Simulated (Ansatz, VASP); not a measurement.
# LiF: VASP beside Ansatz

File INCAR:

```
PREC     = Accurate       # precision mode
ENCUT    = 520            # plane-wave cutoff, eV
EDIFF    = 1E-6           # SCF threshold, eV
ISMEAR   = 0              # smearing method
SIGMA    = 0.05           # smearing width, eV
LREAL    = False          # projectors in reciprocal space
LASPH    = True           # aspherical terms in the spheres
NELM     = 80             # most SCF steps
ALGO     = Normal         # electronic algorithm
ISIF     = 2              # what is computed and relaxed
LWAVE    = False          # write WAVECAR
LCHARG   = False          # write CHGCAR
GGA      = CA             # functional
NBANDS   = 12             # bands
```

The input KPOINTS:

```
regular mesh
0
Gamma
  12 12 12
```

The input POSCAR:

```
LiF
1.0
    0.0000000000      1.8453482987      2.3989527883
    1.8453482987      0.0000000000      2.3989527883
    1.8453482987      1.8453482987      0.0000000000
Li F
1 1
Direct
    0.0000000000      0.0000000000      0.0000000000
    0.5000000000      0.5000000000      0.5000000000
```

Input for Ansatz:

```yaml
crystal:
  lattice:
    - [0.0, 1.8453482987, 2.3989527883]
    - [1.8453482987, 0.0, 2.3989527883]
    - [1.8453482987, 1.8453482987, 0.0]
  atoms:
    - { symbol: Li, position: [0.0, 0.0, 0.0] }
    - { symbol: F, position: [0.5, 0.5, 0.5] }
basis:
  ecutwfc: 420
kpoints:
  mp_grid: { grid: [12, 12, 12] }
hamiltonian:
  xc: lda
scf:
  occupations: { method: gaussian, width: 0.05 }
output:
  forces: true
  stress: true
  eigenvalues: true
```

Alike in both runs: task single point; functional LDA; k mesh 12 × 12 × 12; occupations gaussian, width 0.05 eV; no spin polarisation.

|  | VASP | Ansatz |
| --- | --- | --- |
| version | VASP 6.6.1 | Ansatz 0.2.0 |
| potentials or method | VASP PAW LDA potentials, release 64 (Li_sv, F), cutoff 520 eV | scalar-relativistic, plane waves, PAW |
| valence electrons in the cell | 10 | 10 |

VASP gave:

```
gap on the k mesh at the Fermi level (eV) : 8.39
least direct gap on the mesh (eV)         : 8.57
```

What did Ansatz give for the same quantities?

gap on the k mesh at the Fermi level (eV): 8.40; least direct gap on the mesh (eV): 8.58.

LDA's correlation is that of Perdew and Zunger in VASP and of Perdew and Wang (1992) in Ansatz.

Noted on VASP's run: the cutoff is short for stress, so the pressure is rough.
